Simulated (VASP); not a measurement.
# PbO (P4/nmm) in VASP: settings compared

PbO is run at these levels: r2SCAN, r2SCAN50+D3(BJ), r2SCAN-based global hybrid with 10 % exact exchange; tasks: single point.

Everything below comes from runs of VASP 6.6.1. Logs are shortened: lines on timing, memory, paths and dates and some standing lists are left out, and cuts for length are marked.

**1. The cell of the first run**

It takes space group P4/nmm (No. 129, tetragonal). Conventional cell: a = 3.958 Å, b = 3.958 Å, c = 4.577 Å, α = 90.00°, β = 90.00°, γ = 90.00°. Pb (site symmetry 4mm) has 4 O at 2.30 Å within 3.0 Å. Within 3.0 Å of O (site symmetry -4m2) lie 4 Pb at 2.30 Å and 4 O at 2.80 Å.

**2. Single point, r2SCAN**

POSCAR

```
PbO
1.0
    3.9584906762      0.0000000000      0.0000000000
    0.0000000000      3.9584906762      0.0000000000
    0.0000000000      0.0000000000      4.5769466674
Pb O
2 2
Direct
    0.5000000000      0.0000000000      0.7438005937
    0.0000000000      0.5000000000      0.2561994063
    0.5000000000      0.5000000000      0.0000000000
    0.0000000000      0.0000000000      0.0000000000
```

INCAR.step1

```
PREC = Accurate ; ENCUT = 660
ISMEAR = -1 ; SIGMA = 0.05
LREAL = False ; LASPH = True
NELM = 120 ; NBANDS = 28
GGA = PE ; ALGO = Normal
EDIFF = 1E-5 ; LWAVE = True
LCHARG = False ; GGA_COMPAT = False
```

INCAR.step2

```
PREC = Accurate ; ENCUT = 660
EDIFF = 1E-6 ; ISMEAR = -1
SIGMA = 0.05 ; LREAL = False
LASPH = True ; NELM = 120
ALGO = Normal ; ISIF = 2
LWAVE = False ; LCHARG = False
METAGGA = R2SCAN ; LMIXTAU = True
NBANDS = 28 ; ISTART = 1
GGA_COMPAT = False
```

KPOINTS

```
Automatic mesh
0
Gamma
  7 7 6
```

Potentials or basis: VASP PAW PBE potentials, release 64 (Pb_d, O).

Launch:

```
$ cat potpaw_PBE.64/Pb_d/POTCAR potpaw_PBE.64/O/POTCAR > POTCAR
$ cp INCAR.step1 INCAR
$ mpirun -np 1 vasp_std > vasp.out
$ cp INCAR.step2 INCAR
$ mpirun -np 1 vasp_std > vasp.out
```

OUTCAR:

```text
PREC = Accurate
   ENCUT = 660
   EDIFF = 1E-6
   ISMEAR = -1
   LREAL = False
   LASPH = True
   NELM = 120
   ISIF = 2
   METAGGA = R2SCAN
   ISTART = 1

 ion  position               nearest neighbor table
   1  0.500  0.000  0.744-   3 2.30   4 2.30   3 2.30   4 2.30   2 3.58   2 3.58   2 3.58   2 3.58
                             2 3.65   2 3.65   2 3.65   2 3.65
   2  0.000  0.500  0.256-   3 2.30   4 2.30   4 2.30   3 2.30   1 3.58   1 3.58   1 3.58   1 3.58
                             1 3.65   1 3.65   1 3.65   1 3.65
   3  0.500  0.500  0.000-   1 2.30   2 2.30   1 2.30   2 2.30
   4  0.000  0.000  0.000-   1 2.30   2 2.30   2 2.30   1 2.30

  LATTYP: Found a simple tetragonal cell.
 ALAT       =     3.9584906762
 C/A-ratio  =     1.1562353032

  Lattice vectors:

 A1 = (   3.9584906762,   0.0000000000,   0.0000000000)
 A2 = (   0.0000000000,   3.9584906762,   0.0000000000)
 A3 = (   0.0000000000,   0.0000000000,   4.5769466674)

Analysis of symmetry for initial positions (statically):
=====================================================================
 Subroutine PRICEL returns:
 Original cell was already a primitive cell.

 Routine SETGRP: Setting up the symmetry group for a
 simple tetragonal supercell.

 Subroutine GETGRP returns: Found 16 space group operations
 (whereof  8 operations were pure point group operations)
 out of a pool of 16 trial point group operations.

The static configuration has the point symmetry D_2d.
 The point group associated with its full space group is D_4h.

Analysis of symmetry for dynamics (positions and initial velocities):
=====================================================================
 Subroutine PRICEL returns:
 Original cell was already a primitive cell.

 Routine SETGRP: Setting up the symmetry group for a
 simple tetragonal supercell.

 Subroutine GETGRP returns: Found 16 space group operations
 (whereof  8 operations were pure point group operations)
 out of a pool of 16 trial point group operations.

The dynamic configuration has the point symmetry D_2d.
 The point group associated with its full space group is D_4h.

 Subroutine INISYM returns: Found 16 space group operations
 (whereof  8 operations are pure point group operations),
 and found     1 'primitive' translations

----------------------------------------------------------------------------------------

                                     Primitive cell

  volume of cell :      71.7191

  direct lattice vectors                    reciprocal lattice vectors
     3.958490676  0.000000000  0.000000000     0.252621537  0.000000000  0.000000000
     0.000000000  3.958490676  0.000000000     0.000000000  0.252621537  0.000000000
     0.000000000  0.000000000  4.576946667     0.000000000  0.000000000  0.218486269

  length of vectors
     3.958490676  3.958490676  4.576946667     0.252621537  0.252621537  0.218486269

  position of ions in fractional coordinates (direct lattice)
     0.500000000  0.000000000  0.743800594
     0.000000000  0.500000000  0.256199406
     0.500000000  0.500000000  0.000000000
     0.000000000  0.000000000  0.000000000

  ion indices of the primitive-cell ions
   primitive index   ion index
                 1           1
                 2           2
                 3           3
                 4           4

----------------------------------------------------------------------------------------

 KPOINTS: Automatic mesh

Automatic generation of k-mesh.
 Grid dimensions read from file:
 generate k-points for:    7    7    6

 Generating k-lattice:

  Cartesian coordinates                     Fractional coordinates (reciprocal lattice)
     0.036088791  0.000000000  0.000000000     0.142857143  0.000000000  0.000000000
     0.000000000  0.036088791  0.000000000     0.000000000  0.142857143  0.000000000
     0.000000000  0.000000000  0.036414378     0.000000000  0.000000000  0.166666667

  Length of vectors
     0.036088791  0.036088791  0.036414378

  Shift w.r.t. Gamma in fractional coordinates (k-lattice)
     0.000000000  0.000000000  0.000000000

 Subroutine IBZKPT returns following result:
 ===========================================

 Found     40 irreducible k-points:

 Following reciprocal coordinates:
            Coordinates               Weight
  0.000000  0.000000  0.000000      1.000000
  0.142857  0.000000  0.000000      4.000000
  0.285714  0.000000  0.000000      4.000000
  0.428571  0.000000  0.000000      4.000000
  0.142857  0.142857  0.000000      4.000000
  0.285714  0.142857  0.000000      8.000000
[... 16 lines left out ...]
  0.285714  0.000000  0.333333      8.000000
  0.428571  0.000000  0.333333      8.000000
 [... further k-points ...]
   k-points           NKPTS =     40   k-points in BZ     NKDIM =     40   number of bands    NBANDS=     28
   number of dos      NEDOS =    301   number of ions     NIONS =      4
   total plane-waves  NPLWV =  51840
   dimension x,y,z NGX =    36 NGY =   36 NGZ =   40
   dimension x,y,z NGXF=    72 NGYF=   72 NGZF=   80
   ions per type =               2   2
   NGX,Y,Z   is equivalent  to a cutoff of  15.12, 15.12, 14.53 a.u.
   NGXF,Y,Z  is equivalent  to a cutoff of  30.24, 30.24, 29.06 a.u.
 SYSTEM =  unknown system
   PREC   = accura    normal or accurate (medium, high low for compatibility)
   ISTART =      1    job   : 0-new  1-cont  2-samecut
   ICHARG =      0    charge: 1-file 2-atom 10-const
   ISPIN  =      1    spin polarized calculation?
   LNONCOLLINEAR =      F non collinear calculations
   LSORBIT =      F    spin-orbit coupling
   LASPH  =      T    aspherical Exc in radial PAW
   ENCUT  =  660.0 eV  48.51 Ry    6.96 a.u.   8.29  8.29  9.59*2*pi/ulx,y,z
   NELM   =    120;   NELMIN=  2; NELMDL=  0     # of ELM steps
   EDIFF  = 0.1E-05   stopping-criterion for ELM
   LREAL  =      F    real-space projection
   EDIFFG = 0.1E-04   stopping-criterion for IOM
   NSW    =      0    number of steps for IOM
   IBRION =     -1    ionic relax: 0-MD 1-quasi-New 2-CG
   NFREE  =      0    steps in history (QN), initial steepest desc. (CG)
   ISIF   =      2    stress and relaxation
   ISYM   =      2    0-nonsym 1-usesym 2-fastsym
   POTIM  = 0.5000    time-step for ionic-motion
   TEBEG  =    0.0;   TEEND  =   0.0 temperature during run
   PSTRESS=    0.0 pullay stress
   NELECT =      40.0000    total number of electrons
   NUPDOWN=      -1.0000    fix difference up-down
   EMIN   =  10.00;   EMAX   =-10.00  energy-range for DOS
   EFERMI =   0.00;   METHOD = LEGACY
   ISMEAR =    -1;   SIGMA  =   0.05  broadening in eV -4-tet -1-fermi 0-gaus
   EFERMI_NEDOS =   21; number of points for ismear=-14 and -15
   IALGO  =     38    algorithm
   IMIX   =      4    mixing-type and parameters
     AMIX     =   0.40;   BMIX     =  1.00
     AMIX_MAG =   1.60;   BMIX_MAG =  1.00
  volume/ion in A,a.u.               =      17.93       121.00
  Fermi-wavevector in a.u.,A,eV,Ry     =   1.347565  2.546529 24.707255  1.815932
  Thomas-Fermi vector in A             =   2.475305
   LORBIT       =      0    0 simple, 1 ext, 2 COOP (PROOUT), +10 PAW based schemes
   METAGGA = R2SCAN    functional components
   LHFCALC =     F    Hartree Fock is set to
   AEXX    =    0.0000 exact exchange contribution
   IVDW    =     0    specifies the selected vdW correction
   LEPSILON=     F    determine dielectric tensor
   LRPA    =     F    only Hartree local field effects (RPA)
 non-spin polarized calculation
  energy-cutoff  :      660.00
  volume of cell :       71.72
 maximum number of plane-waves:      2815
 NGX is ok and might be reduce to    36
   NGX = 17   NGY = 17   NGZ = 19

 number of electron      40.0000001 magnetization

 Free energy of the ion-electron system (eV)
  ---------------------------------------------------
  ext. energy  EPLUGINS =         0.00000000
  ---------------------------------------------------
  free energy    TOTEN  =      -129.36691138 eV

  energy without entropy =     -129.36691135  energy(sigma->0) =     -129.36691136

 E-fermi :   6.6729     XC(G=0): -11.0964

 val. band max:        5.9117394359   @ k =   0.1429   0.0000   0.0000
 cond. band min:       7.3942716278   @ k =   0.4286   0.4286   0.0000
 fundamental gap:      1.4825321919
 Fermi energy:         6.6729010895

 k-point     1 :       0.0000    0.0000    0.0000
  band No.  band energies     occupation
      1     -13.7300      2.00000
      2     -13.0603      2.00000
      3     -10.6888      2.00000
      4     -10.6888      2.00000
      5     -10.6187      2.00000
      6     -10.5527      2.00000
[... 20 lines left out ...]
     27      14.1106      0.00000
     28      14.5126      0.00000

 k-point     2 :       0.1429    0.0000    0.0000
  band No.  band energies     occupation
      1     -13.6764      2.00000
      2     -13.0758      2.00000
      3     -10.6777      2.00000
      4     -10.6731      2.00000
      5     -10.5987      2.00000
      6     -10.5428      2.00000
[... 20 lines left out ...]
     27      14.2072      0.00000
     28      15.7348      0.00000

 k-point     3 :       0.2857    0.0000    0.0000
  band No.  band energies     occupation
      1     -13.5396      2.00000
      2     -13.1291      2.00000
      3     -10.6441      2.00000
      4     -10.6295      2.00000
      5     -10.5437      2.00000
      6     -10.5265      2.00000
[... 20 lines left out ...]
     27      14.4160      0.00000
     28      17.5488      0.00000

 k-point     4 :       0.4286    0.0000    0.0000
  band No.  band energies     occupation
      1     -13.3743      2.00000
      2     -13.2296      2.00000
      3     -10.5950      2.00000
      4     -10.5675      2.00000
      5     -10.5474      2.00000
      6     -10.5040      2.00000
[... 20 lines left out ...]
     27      14.9376      0.00000
     28      15.9799      0.00000

 k-point     5 :       0.1429    0.1429    0.0000
  band No.  band energies     occupation
      1     -13.6273      2.00000
      2     -13.0893      2.00000
      3     -10.6898      2.00000
      4     -10.6318      2.00000
      5     -10.5804      2.00000
      6     -10.5350      2.00000
[... 20 lines left out ...]
     27      14.9994      0.00000
     28      16.2403      0.00000

 k-point     6 :       0.2857    0.1429    0.0000
  band No.  band energies     occupation
      1     -13.5029      2.00000
      2     -13.1362      2.00000
      3     -10.6637      2.00000
      4     -10.5785      2.00000
      5     -10.5287      2.00000
      6     -10.5243      2.00000
[... 463 lines left out ...]
      5     -10.6175      2.00000
      6     -10.5413      2.00000
[... 20 lines left out ...]
     27      15.6689      0.00000
     28      16.1182      0.00000

 k-point    22 :       0.1429    0.0000    0.3333
  band No.  band energies     occupation
      1     -13.6453      2.00000
      2     -13.0542      2.00000
      3     -10.6364      2.00000
      4     -10.6230      2.00000
      5     -10.5826      2.00000
      6     -10.5331      2.00000
[... 20 lines left out ...]
     27      16.0930      0.00000
     28      16.3908      0.00000

 k-point    23 :       0.2857    0.0000    0.3333
  band No.  band energies     occupation
      1     -13.5298      2.00000
      2     -13.1237      2.00000
      3     -10.6532      2.00000
      4     -10.5797      2.00000
      5     -10.5684      2.00000
      6     -10.5413      2.00000
[... 20 lines left out ...]
     27      16.4195      0.00000
     28      17.6009      0.00000

 k-point    24 :       0.4286    0.0000    0.3333
  band No.  band energies     occupation
      1     -13.3822      2.00000
      2     -13.2383      2.00000
      3     -10.6515      2.00000
      4     -10.6223      2.00000
      5     -10.5452      2.00000
      6     -10.5279      2.00000
[... 20 lines left out ...]
     27      16.5946      0.00000
     28      17.1060      0.00000

 [... further k-points ...]

------------------------ aborting loop because EDIFF is reached ----------------------------------------

  FORCE on cell =-STRESS in cart. coord.  units (eV):
  Direction    XX          YY          ZZ          XY          YZ          ZX
  --------------------------------------------------------------------------------------
  -------------------------------------------------------------------------------------
  Total        2.5079924      2.5079924      2.4272444      0.0000000      0.0000000      0.0000000
  in kB       56.0275576     56.0275576     54.2236798      0.0000000      0.0000000      0.0000000
  external PRESSURE =      55.4262650 kB  Pullay stress =       0.0000000 kB

 VOLUME and BASIS-vectors are now :
 -----------------------------------------------------------------------------
  energy-cutoff  :      660.00
  volume of cell :       71.72
      direct lattice vectors                 reciprocal lattice vectors
     3.958490676  0.000000000  0.000000000     0.252621537  0.000000000  0.000000000
     0.000000000  3.958490676  0.000000000     0.000000000  0.252621537  0.000000000
     0.000000000  0.000000000  4.576946667     0.000000000  0.000000000  0.218486269

 POSITION                                       TOTAL-FORCE (eV/Angst)
 -----------------------------------------------------------------------------------
      1.97925      0.00000      3.40434         0.000000      0.000000     -0.110060
      0.00000      1.97925      1.17261         0.000000     -0.000000      0.110060
      1.97925      1.97925      0.00000         0.000000     -0.000000      0.000000
      0.00000      0.00000      0.00000         0.000000      0.000000      0.000000
 -----------------------------------------------------------------------------------
    total drift:                                0.000000      0.000000      0.000000

  FREE ENERGIE OF THE ION-ELECTRON SYSTEM (eV)
  ---------------------------------------------------
  free  energy   TOTEN  =      -129.3669113770 eV

  energy  without entropy=     -129.3669113527  energy(sigma->0) =     -129.36691136
```

It took 4.6 min on 1 thread of Intel Xeon Platinum 8259CL at 2.50GHz (Skylake/Cascade Lake), shared host; peak memory 0.29 GiB.

Results:

- Free energy: -129.3669 eV
- Pressure: 5.5 GPa
- Largest force: 0.110 eV/Å
- Band gap on the k mesh: 1.48 eV (least direct gap 2.71 eV)

Forces on the atoms (eV/Å):
```
Pb   0.000  0.000 -0.110
Pb   0.000  0.000  0.110
O    0.000  0.000  0.000
O    0.000  0.000  0.000
```

Stress tensor (GPa, compression positive):
```
5.60 0.00 0.00
0.00 5.60 0.00
0.00 0.00 5.42
```

Caveat: the cell stands under pressure; the PAW data sets were made with another functional, which shifts forces and pressure a little; spin-orbit coupling is left out, which moves the levels of the heavy elements. r2SCAN opens gaps a little over a GGA but as a rule still falls short of measured ones.

**3. Single point, r2SCAN**

This run uses another cell than the first one, of 19.32 Å³/atom.

POSCAR

```
PbO
1.0
    3.9725912274      0.0000000000      0.0000000000
    0.0000000000      3.9725912274      0.0000000000
    0.0000000000      0.0000000000      4.8966117031
Pb O
2 2
Direct
    0.5000000000      0.0000000000      0.7586825762
    0.0000000000      0.5000000000      0.2413174238
    0.5000000000      0.5000000000      0.0000000000
    0.0000000000      0.0000000000      0.0000000000
```

INCAR.step1

```
  PREC = Accurate
  ENCUT = 660
  ISMEAR = -1
  SIGMA = 0.05
  LREAL = F
  LASPH = T
  NELM = 120
  NBANDS = 28
  GGA = PE
  ALGO = Normal
  EDIFF = 1E-5
  LWAVE = T
  LCHARG = F
  GGA_COMPAT = F
```

INCAR.step2

```
  PREC = Accurate
  ENCUT = 660
  EDIFF = 1E-6
  ISMEAR = -1
  SIGMA = 0.05
  LREAL = F
  LASPH = T
  NELM = 120
  ALGO = Normal
  ISIF = 2
  LWAVE = F
  LCHARG = F
  METAGGA = R2SCAN
  LMIXTAU = T
  NBANDS = 28
  ISTART = 1
  GGA_COMPAT = F
```

KPOINTS

```
regular mesh
0
Gamma
  7 7 6
```

Potentials or basis: VASP PAW PBE potentials, release 64 (Pb_d, O).

Launch:

```
$ cat potpaw_PBE.64/Pb_d/POTCAR potpaw_PBE.64/O/POTCAR > POTCAR
$ cp INCAR.step1 INCAR
$ mpirun -np 1 vasp_std > vasp.out
$ cp INCAR.step2 INCAR
$ mpirun -np 1 vasp_std > vasp.out
```

Run time: 4.8 min. Hardware: 1 thread of Intel Xeon Platinum 8259CL at 2.50GHz (Skylake/Cascade Lake), shared host; peak memory 0.3 GiB.

Results (log left out):

```yaml
Free_energy: -129.4886 eV
Pressure: 2.5 GPa
Largest_force: 0.108 eV/Å
Band_gap_on_the_k_mesh: 1.69 eV (least direct gap 2.80 eV)
```

Forces in eV/Å, atoms in the order of the input:
```
Pb   0.000  0.000 -0.108
Pb   0.000  0.000  0.108
O    0.000  0.000  0.000
O    0.000  0.000  0.000
```

Stress tensor (GPa, compression positive):
```
2.55 0.00 0.00
0.00 2.55 0.00
0.00 0.00 2.33
```

Levels at points of the mesh, in eV from the valence-band top:
```csv
k point,band 17,band 18,band 19,band 20,band 21,band 22,band 23,band 24
"(0.00, 0.00, 0.00)",-1.85,-1.82,-1.82,0.00,2.94,5.99,5.99,6.13
"(0.00, 0.00, 0.50)",-1.90,-1.85,-1.85,-0.99,2.36,4.27,4.27,4.43
```

Caveat: the PAW data sets were made with another functional, which shifts forces and pressure a little; spin-orbit coupling is left out, which moves the levels of the heavy elements. A k mesh can miss the band edges.

**4. Single point, r2SCAN**

This run uses another cell than the first one, of 21.16 Å³/atom.

POSCAR

```
PbO
1.0
    3.9874136041      0.0000000000      0.0000000000
    0.0000000000      3.9874136041      0.0000000000
    0.0000000000      0.0000000000      5.3246045086
Pb O
2 2
Direct
    0.5000000000      0.0000000000      0.7769481680
    0.0000000000      0.5000000000      0.2230518320
    0.5000000000      0.5000000000      0.0000000000
    0.0000000000      0.0000000000      0.0000000000
```

INCAR.step1

```
ALGO = Normal
EDIFF = 1E-5
ENCUT = 660
GGA = PE
GGA_COMPAT = False
ISMEAR = -1
LASPH = True
LCHARG = False
LREAL = False
LWAVE = True
NBANDS = 28
NELM = 120
PREC = Accurate
SIGMA = 0.05
```

INCAR.step2

```
ALGO = Normal
EDIFF = 1E-6
ENCUT = 660
GGA_COMPAT = False
ISIF = 2
ISMEAR = -1
ISTART = 1
LASPH = True
LCHARG = False
LMIXTAU = True
LREAL = False
LWAVE = False
METAGGA = R2SCAN
NBANDS = 28
NELM = 120
PREC = Accurate
SIGMA = 0.05
```

KPOINTS

```
k-points
0
Gamma
  7 7 6
```

Launch:

```
$ cat potpaw_PBE.64/Pb_d/POTCAR potpaw_PBE.64/O/POTCAR > POTCAR
$ cp INCAR.step1 INCAR
$ mpirun -np 1 vasp_std > vasp.out
$ cp INCAR.step2 INCAR
$ mpirun -np 1 vasp_std > vasp.out
```

Wall time 5.5 min (1 thread of Intel Xeon Platinum 8259CL at 2.50GHz (Skylake/Cascade Lake), shared host); peak memory 0.32 GiB.

It converged, with:

```yaml
Free_energy: -129.5323 eV
Pressure: 0.4 GPa
Largest_force: 0.104 eV/Å
Band_gap_on_the_k_mesh: 2.06 eV (least direct gap 2.51 eV)
```

Forces on the atoms (eV/Å):
```
Pb   0.000  0.000 -0.104
Pb   0.000  0.000  0.104
O    0.000  0.000  0.000
O    0.000  0.000  0.000
```

Stress tensor (GPa, compression positive):
```
0.46 0.00 0.00
0.00 0.46 0.00
0.00 0.00 0.32
```

Levels at points of the mesh, in eV from the valence-band top:
```tsv
k point	band 16	band 17	band 18	band 19	band 20	band 21	band 22	band 23	band 24	band 25
(0.00, 0.00, 0.00)	-4.33	-1.79	-1.75	-1.75	0.00	2.51	5.23	6.30	6.30	6.73
(0.00, 0.00, 0.50)	-4.24	-1.81	-1.77	-1.77	-1.02	2.26	4.68	4.71	4.71	8.68
```

Caveat: the PAW data sets were made with another functional, which shifts forces and pressure a little; spin-orbit coupling is left out, which moves the levels of the heavy elements. A k mesh can miss the band edges.

[end of part 1 of 2]
